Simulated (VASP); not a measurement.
# Li (P2_13) in VASP: notebook

Runs on Li. Level: PBEsol. Tasks: single point.

Program: VASP 6.6.1. These are calculated values, not measurements. Logs are shortened: lines on timing, memory, paths and dates and some standing lists are left out, and cuts for length are marked.

**1. The cell of the first run**

It takes space group P2_13 (No. 198, cubic). The conventional cell has a = 4.379 Å, b = 4.379 Å, c = 4.379 Å, α = 90.00°, β = 90.00°, γ = 90.00°. Within 3.5 Å of Li (site symmetry 3) lie 6 Li at 2.68 Å.

**2. Single point, PBEsol**

File INCAR:

```
SYSTEM = Li
PREC     = Accurate       ! precision mode
ENCUT    = 520            ! plane-wave cutoff, eV
EDIFF    = 1E-7           ! SCF threshold, eV
ISMEAR   = -1             ! smearing method
SIGMA    = 0.15           ! smearing width, eV
LREAL    = .False.        ! projectors in reciprocal space
LASPH    = .True.         ! aspherical terms in the spheres
NELM     = 100            ! most SCF steps
ALGO     = Normal         ! electronic algorithm
ISIF     = 2              ! what is computed and relaxed
LWAVE    = .False.        ! write WAVECAR
LCHARG   = .True.         ! write CHGCAR
GGA      = PS             ! functional
LELF     = .True.         ! ELF
LVHAR    = .True.       
NBANDS   = 14             ! bands
```

File KPOINTS:

```
regular mesh
0
Gamma
  5 5 5
  0 0 0
```

File POSCAR:

```
Li
1.0
    4.3789264288      0.0000000000      0.0000000000
    0.0000000000      4.3789264288      0.0000000000
    0.0000000000      0.0000000000      4.3789264288
Li
4
Direct
    0.8745700000      0.1254300000      0.6254300000
    0.3745700000      0.3745700000      0.3745700000
    0.1254300000      0.6254300000      0.8745700000
    0.6254300000      0.8745700000      0.1254300000
```

Potentials or basis: VASP PAW PBE potentials, release 64 (Li_sv).

Launch:

```sh
$ cat potpaw_PBE.64/Li_sv/POTCAR > POTCAR
$ mpirun -np 1 vasp_std > vasp.out
```

OUTCAR:

```text
SYSTEM = Li
   PREC = Accurate
   ENCUT = 520
   EDIFF = 1E-7
   ISMEAR = -1
   LREAL = .False.
   LASPH = .True.
   NELM = 100
   ISIF = 2
   GGA = PS

 ion  position               nearest neighbor table
   1  0.875  0.125  0.625-
   2  0.375  0.375  0.375-
   3  0.125  0.625  0.875-
   4  0.625  0.875  0.125-

  LATTYP: Found a simple cubic cell.
 ALAT       =     4.3789264288

  Lattice vectors:

 A1 = (   4.3789264288,   0.0000000000,   0.0000000000)
 A2 = (   0.0000000000,   4.3789264288,   0.0000000000)
 A3 = (   0.0000000000,   0.0000000000,   4.3789264288)

Analysis of symmetry for initial positions (statically):
=====================================================================
 Subroutine PRICEL returns:
 Original cell was already a primitive cell.

 Routine SETGRP: Setting up the symmetry group for a
 simple cubic supercell.

 Subroutine GETGRP returns: Found 12 space group operations
 (whereof  3 operations were pure point group operations)
 out of a pool of 48 trial point group operations.

The static configuration has the point symmetry C_3 .
 The point group associated with its full space group is T   .

Analysis of symmetry for dynamics (positions and initial velocities):
=====================================================================
 Subroutine PRICEL returns:
 Original cell was already a primitive cell.

 Routine SETGRP: Setting up the symmetry group for a
 simple cubic supercell.

 Subroutine GETGRP returns: Found 12 space group operations
 (whereof  3 operations were pure point group operations)
 out of a pool of 48 trial point group operations.

The dynamic configuration has the point symmetry C_3 .
 The point group associated with its full space group is T   .

 Subroutine INISYM returns: Found 12 space group operations
 (whereof  3 operations are pure point group operations),
 and found     1 'primitive' translations

----------------------------------------------------------------------------------------

                                     Primitive cell

  volume of cell :      83.9659

  direct lattice vectors                    reciprocal lattice vectors
     4.378926429  0.000000000  0.000000000     0.228366477  0.000000000  0.000000000
     0.000000000  4.378926429  0.000000000     0.000000000  0.228366477  0.000000000
     0.000000000  0.000000000  4.378926429     0.000000000  0.000000000  0.228366477

  length of vectors
     4.378926429  4.378926429  4.378926429     0.228366477  0.228366477  0.228366477

  position of ions in fractional coordinates (direct lattice)
     0.874570000  0.125430000  0.625430000
     0.374570000  0.374570000  0.374570000
     0.125430000  0.625430000  0.874570000
     0.625430000  0.874570000  0.125430000

  ion indices of the primitive-cell ions
   primitive index   ion index
                 1           1
                 2           2
                 3           3
                 4           4

----------------------------------------------------------------------------------------

 KPOINTS: regular mesh

Automatic generation of k-mesh.
 Grid dimensions read from file:
 generate k-points for:    5    5    5

 Generating k-lattice:

  Cartesian coordinates                     Fractional coordinates (reciprocal lattice)
     0.045673295  0.000000000  0.000000000     0.200000000  0.000000000  0.000000000
     0.000000000  0.045673295  0.000000000     0.000000000  0.200000000  0.000000000
     0.000000000  0.000000000  0.045673295     0.000000000  0.000000000  0.200000000

  Length of vectors
     0.045673295  0.045673295  0.045673295

  Shift w.r.t. Gamma in fractional coordinates (k-lattice)
     0.000000000  0.000000000  0.000000000

 Subroutine IBZKPT returns following result:
 ===========================================

 Found     11 irreducible k-points:

 Following reciprocal coordinates:
            Coordinates               Weight
  0.000000  0.000000  0.000000      1.000000
  0.200000  0.000000  0.000000      6.000000
  0.400000  0.000000  0.000000      6.000000
  0.200000  0.200000  0.000000     12.000000
  0.400000  0.200000  0.000000     12.000000
 -0.200000  0.400000  0.000000     12.000000
  0.400000  0.400000  0.000000     12.000000
  0.200000  0.200000  0.200000      8.000000
  0.400000  0.200000  0.200000     24.000000
  0.400000  0.400000  0.200000     24.000000
  0.400000  0.400000  0.400000      8.000000
   k-points           NKPTS =     11   k-points in BZ     NKDIM =     11   number of bands    NBANDS=     14
   number of dos      NEDOS =    301   number of ions     NIONS =      4
   total plane-waves  NPLWV =  46656
   dimension x,y,z NGX =    36 NGY =   36 NGZ =   36
   dimension x,y,z NGXF=    72 NGYF=   72 NGZF=   72
   ions per type =               4
   NGX,Y,Z   is equivalent  to a cutoff of  13.67, 13.67, 13.67 a.u.
   NGXF,Y,Z  is equivalent  to a cutoff of  27.33, 27.33, 27.33 a.u.
 SYSTEM =  Li
   PREC   = accura    normal or accurate (medium, high low for compatibility)
   ISTART =      0    job   : 0-new  1-cont  2-samecut
   ICHARG =      2    charge: 1-file 2-atom 10-const
   ISPIN  =      1    spin polarized calculation?
   LNONCOLLINEAR =      F non collinear calculations
   LSORBIT =      F    spin-orbit coupling
   LASPH  =      T    aspherical Exc in radial PAW
   ENCUT  =  520.0 eV  38.22 Ry    6.18 a.u.   8.14  8.14  8.14*2*pi/ulx,y,z
   NELM   =    100;   NELMIN=  2; NELMDL= -5     # of ELM steps
   EDIFF  = 0.1E-06   stopping-criterion for ELM
   LREAL  =      F    real-space projection
   EDIFFG = 0.1E-05   stopping-criterion for IOM
   NSW    =      0    number of steps for IOM
   IBRION =     -1    ionic relax: 0-MD 1-quasi-New 2-CG
   NFREE  =      0    steps in history (QN), initial steepest desc. (CG)
   ISIF   =      2    stress and relaxation
   ISYM   =      2    0-nonsym 1-usesym 2-fastsym
   POTIM  = 0.5000    time-step for ionic-motion
   TEBEG  =    0.0;   TEEND  =   0.0 temperature during run
   PSTRESS=    0.0 pullay stress
   NELECT =      12.0000    total number of electrons
   NUPDOWN=      -1.0000    fix difference up-down
   EMIN   =  10.00;   EMAX   =-10.00  energy-range for DOS
   EFERMI =   0.00;   METHOD = LEGACY
   ISMEAR =    -1;   SIGMA  =   0.15  broadening in eV -4-tet -1-fermi 0-gaus
   EFERMI_NEDOS =   21; number of points for ismear=-14 and -15
   IALGO  =     38    algorithm
   IMIX   =      4    mixing-type and parameters
     AMIX     =   0.40;   BMIX     =  1.00
     AMIX_MAG =   1.60;   BMIX_MAG =  1.00
  volume/ion in A,a.u.               =      20.99       141.66
  Fermi-wavevector in a.u.,A,eV,Ry     =   0.855922  1.617458  9.967665  0.732603
  Thomas-Fermi vector in A             =   1.972745
   LORBIT       =      0    0 simple, 1 ext, 2 COOP (PROOUT), +10 PAW based schemes
   GGA     = PS    functional components
   LHFCALC =     F    Hartree Fock is set to
   AEXX    =    0.0000 exact exchange contribution
   IVDW    =     0    specifies the selected vdW correction
   LEPSILON=     F    determine dielectric tensor
   LRPA    =     F    only Hartree local field effects (RPA)
 non-spin polarized calculation
  energy-cutoff  :      520.00
  volume of cell :       83.97
 maximum number of plane-waves:      2301
 NGX is ok and might be reduce to    36
   NGX = 17   NGY = 17   NGZ = 17

 number of electron      11.9999975 magnetization

 Free energy of the ion-electron system (eV)
  ---------------------------------------------------
  ext. energy  EPLUGINS =         0.00000000
  ---------------------------------------------------
  free energy    TOTEN  =        -6.85555501 eV

  energy without entropy =       -6.72736986  energy(sigma->0) =       -6.79146244

 E-fermi :   0.7185     XC(G=0):  -6.9263

 val. band max:        0.6131770156   @ k =   0.4000   0.4000   0.0000
 cond. band min:       0.7469750515   @ k =   0.4000   0.4000   0.2000
 fundamental gap:      0.1337980359
 Fermi energy:         0.7184529205

 k-point     1 :       0.0000    0.0000    0.0000
  band No.  band energies     occupation
      1     -45.8701      2.00000
      2     -45.8190      2.00000
      3     -45.8190      2.00000
      4     -45.8190      2.00000
      5      -2.9324      2.00000
      6       2.9396      0.00000
      7       2.9396      0.00000
      8       2.9396      0.00000
      9       3.0602      0.00000
     10       3.0602      0.00000
     11       3.0602      0.00000
     12       8.8744      0.00000
     13       8.8744      0.00000
     14       9.2261      0.00000

 k-point     2 :       0.2000    0.0000    0.0000
  band No.  band energies     occupation
      1     -45.8664      2.00000
      2     -45.8290      2.00000
      3     -45.8177      2.00000
      4     -45.8136      2.00000
      5      -2.6991      2.00000
      6       0.8763      0.51755
      7       2.9484      0.00000
      8       3.0094      0.00000
      9       3.3322      0.00000
     10       3.3442      0.00000
     11       5.3532      0.00000
     12       7.3238      0.00000
     13       7.9396      0.00000
     14       8.0848      0.00000

 k-point     3 :       0.4000    0.0000    0.0000
  band No.  band energies     occupation
      1     -45.8562      2.00000
      2     -45.8425      2.00000
      3     -45.8150      2.00000
      4     -45.8129      2.00000
      5      -1.9942      2.00000
      6      -0.8051      1.99992
      7       3.0890      0.00000
      8       3.1244      0.00000
      9       4.0032      0.00000
     10       4.0270      0.00000
     11       5.9295      0.00000
     12       6.1804      0.00000
     13       6.5633      0.00000
     14       7.0799      0.00000
[... 103 lines left out ...]
 k-point    10 :       0.4000    0.4000    0.2000
  band No.  band energies     occupation
      1     -45.8454      2.00000
      2     -45.8406      2.00000
      3     -45.8214      2.00000
      4     -45.8190      2.00000
      5      -0.8687      1.99995
      6      -0.0320      1.98666
      7       0.7470      0.90521
      8       1.4577      0.01437
      9       3.2373      0.00000
     10       3.9799      0.00000
     11       4.4238      0.00000
     12       5.3521      0.00000
     13       9.2734      0.00000
     14       9.6723      0.00000

 k-point    11 :       0.4000    0.4000    0.4000
  band No.  band energies     occupation
      1     -45.8396      2.00000
      2     -45.8367      2.00000
      3     -45.8260      2.00000
      4     -45.8240      2.00000
      5      -0.2125      1.99597
      6       0.4894      1.64310
      7       0.8725      0.52735
      8       1.2145      0.07066
      9       2.8593      0.00000
     10       2.9209      0.00000
     11       2.9881      0.00000
     12       3.8857      0.00000
     13      11.3738      0.00000
     14      12.1062      0.00000

------------------------ aborting loop because EDIFF is reached ----------------------------------------

  FORCE on cell =-STRESS in cart. coord.  units (eV):
  Direction    XX          YY          ZZ          XY          YZ          ZX
  --------------------------------------------------------------------------------------
  -------------------------------------------------------------------------------------
  Total        0.3395947      0.3395947      0.3395947     -0.0000000      0.0000000      0.0000000
  in kB        6.4799044      6.4799044      6.4799044     -0.0000000      0.0000000      0.0000000
  external PRESSURE =       6.4799044 kB  Pullay stress =       0.0000000 kB

 VOLUME and BASIS-vectors are now :
 -----------------------------------------------------------------------------
  energy-cutoff  :      520.00
  volume of cell :       83.97
      direct lattice vectors                 reciprocal lattice vectors
     4.378926429  0.000000000  0.000000000     0.228366477  0.000000000  0.000000000
     0.000000000  4.378926429  0.000000000     0.000000000  0.228366477  0.000000000
     0.000000000  0.000000000  4.378926429     0.000000000  0.000000000  0.228366477

 POSITION                                       TOTAL-FORCE (eV/Angst)
 -----------------------------------------------------------------------------------
      3.82968      0.54925      2.73871        -0.003031      0.003031      0.003031
      1.64021      1.64021      1.64021        -0.003031     -0.003031     -0.003031
      0.54925      2.73871      3.82968         0.003031      0.003031     -0.003031
      2.73871      3.82968      0.54925         0.003031     -0.003031      0.003031
 -----------------------------------------------------------------------------------
    total drift:                               -0.000000     -0.000000     -0.000000

  FREE ENERGIE OF THE ION-ELECTRON SYSTEM (eV)
  ---------------------------------------------------
  free  energy   TOTEN  =        -6.8555550087 eV

  energy  without entropy=       -6.7273698636  energy(sigma->0) =       -6.79146244
```

Run time: 11 s. Hardware: 1 thread of Intel Xeon Platinum 8375C at 2.90GHz (Ice Lake), shared host; peak memory 0.18 GiB.

Results:

```
Free energy            : -6.8556 eV
Largest force          : 0.005 eV/Å
Band gap on the k mesh : zero (band 6 reaches 2.94 eV, above the bottom of band 7 at 0.61 eV)
```

Forces on the atoms (eV/Å):
```
Li  -0.003  0.003  0.003
Li  -0.003 -0.003 -0.003
Li   0.003  0.003 -0.003
Li   0.003 -0.003  0.003
```

Levels at points of the mesh, in eV from the Fermi level:
| k point | band 4 | band 5 | band 6 | band 7 | band 8 | band 9 |
| --- | --- | --- | --- | --- | --- | --- |
| (0.00, 0.00, 0.00) | -46.54 | -3.65 | 2.22 | 2.22 | 2.22 | 2.34 |

Caveat: the cutoff is under 1.25 times the usual one of these potentials, so pressure, stress and relaxed cells hold a basis-set (Pulay) error; the PAW data sets were made with another functional, which shifts forces and pressure a little.

**3. Single point, PBEsol**

This run uses another cell than the first one, of 21.65 Å³/atom, 1.032 times its volume.

File INCAR:

```
PREC     = Accurate       # precision mode
ENCUT    = 520            # plane-wave cutoff, eV
EDIFF    = 1E-7           # SCF threshold, eV
ISMEAR   = -1             # smearing method
SIGMA    = 0.15           # smearing width, eV
LREAL    = False          # projectors in reciprocal space
LASPH    = True           # aspherical terms in the spheres
NELM     = 60             # most SCF steps
ALGO     = Normal         # electronic algorithm
ISIF     = 2              # what is computed and relaxed
LWAVE    = False          # write WAVECAR
LCHARG   = True           # write CHGCAR
GGA      = PS             # functional
LELF     = True           # ELF
LVHAR    = True         
NBANDS   = 14             # bands
```

File KPOINTS:

```
regular mesh
0
Gamma
  5 5 5
```

File POSCAR:

```
Li
1.0
    4.4245435287      0.0000000000      0.0000000000
    0.0000000000      4.4245435287      0.0000000000
    0.0000000000      0.0000000000      4.4245435287
Li
4
Direct
    0.8745700000      0.1254300000      0.6254300000
    0.3745700000      0.3745700000      0.3745700000
    0.1254300000      0.6254300000      0.8745700000
    0.6254300000      0.8745700000      0.1254300000
```

Potentials or basis: VASP PAW PBE potentials, release 64 (Li_sv).

Launch:

```sh
$ cat potpaw_PBE.64/Li_sv/POTCAR > POTCAR
$ mpirun -np 1 vasp_std > vasp.out
```

OUTCAR:

```text
PREC = Accurate
   ENCUT = 520
   EDIFF = 1E-7
   ISMEAR = -1
   LREAL = False
   LASPH = True
   NELM = 60
   ISIF = 2
   GGA = PS

 ion  position               nearest neighbor table
   1  0.875  0.125  0.625-
   2  0.375  0.375  0.375-
   3  0.125  0.625  0.875-
   4  0.625  0.875  0.125-

  LATTYP: Found a simple cubic cell.
[... 369 lines left out ...]

  FORCE on cell =-STRESS in cart. coord.  units (eV):
  Direction    XX          YY          ZZ          XY          YZ          ZX
  --------------------------------------------------------------------------------------
  -------------------------------------------------------------------------------------
  Total        0.1729020      0.1729020      0.1729020     -0.0000000      0.0000000      0.0000000
  in kB        3.1981959      3.1981959      3.1981959     -0.0000000      0.0000000      0.0000000
  external PRESSURE =       3.1981959 kB  Pullay stress =       0.0000000 kB

 VOLUME and BASIS-vectors are now :
 -----------------------------------------------------------------------------
  energy-cutoff  :      520.00
  volume of cell :       86.62
      direct lattice vectors                 reciprocal lattice vectors
     4.424543529  0.000000000  0.000000000     0.226012015  0.000000000  0.000000000
     0.000000000  4.424543529  0.000000000     0.000000000  0.226012015  0.000000000
     0.000000000  0.000000000  4.424543529     0.000000000  0.000000000  0.226012015

 POSITION                                       TOTAL-FORCE (eV/Angst)
 -----------------------------------------------------------------------------------
      3.86957      0.55497      2.76724        -0.002865      0.002865      0.002865
      1.65730      1.65730      1.65730        -0.002865     -0.002865     -0.002865
      0.55497      2.76724      3.86957         0.002865      0.002865     -0.002865
      2.76724      3.86957      0.55497         0.002865     -0.002865      0.002865
 -----------------------------------------------------------------------------------
    total drift:                               -0.000000     -0.000000      0.000000

  FREE ENERGIE OF THE ION-ELECTRON SYSTEM (eV)
  ---------------------------------------------------
  free  energy   TOTEN  =        -6.8659618324 eV

  energy  without entropy=       -6.7371935846  energy(sigma->0) =       -6.80157771
```

Wall time 11 s (1 thread of Intel Xeon Platinum 8375C at 2.90GHz (Ice Lake), shared host); peak memory 0.18 GiB.

What came out:

```yaml
Free_energy: -6.8660 eV
Largest_force: 0.005 eV/Å
Band_gap_on_the_k_mesh: zero (band 6 reaches 2.79 eV, above the bottom of band 7 at 0.50 eV)
```

Forces in eV/Å, atoms in the order of the input:
```
Li  -0.003  0.003  0.003
Li  -0.003 -0.003 -0.003
Li   0.003  0.003 -0.003
Li   0.003 -0.003  0.003
```

Levels at points of the mesh, in eV from the Fermi level:
```
           k point  band 3  band 4  band 5  band 6  band 7  band 8  band 9  band 10
(0.00, 0.00, 0.00)  -46.56  -46.56   -3.60    2.17    2.17    2.17    2.32     2.32
```

Caveat: the cutoff is under 1.25 times the usual one of these potentials, so pressure, stress and relaxed cells hold a basis-set (Pulay) error; the PAW data sets were made with another functional, which shifts forces and pressure a little.
